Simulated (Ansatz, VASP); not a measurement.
**One calculation of Si, two programs**

```
Si
1.0
     0.00000    2.64269    2.64269
     2.64269    0.00000    2.64269
     2.64269    2.64269    0.00000
Si
2
Cartesian
  3.9640 3.9640 3.9640
  2.6427 2.6427 2.6427
```

Alike in both runs: task single point; functional PBEsol; k mesh 14 × 14 × 14; occupations gaussian, width 0.05 eV; no spin polarisation.

|  | VASP | Ansatz |
| --- | --- | --- |
| version | VASP 6.6.1 | Ansatz 0.2.0 |
| potentials or method | VASP PAW PBE potentials, release 64 (Si), cutoff 520 eV | scalar-relativistic, plane waves, PAW |
| valence electrons in the cell | 8 | 8 |

```tsv
	VASP	Ansatz	Ansatz less VASP
gap on the k mesh at the Fermi level (eV)	0.30	0.30	+0.006
least direct gap on the mesh (eV)	2.55	2.55	+0.003
pressure (GPa)	9.4	9.3	-0.15
```

VASP's potentials were made for PBE, not for PBEsol.
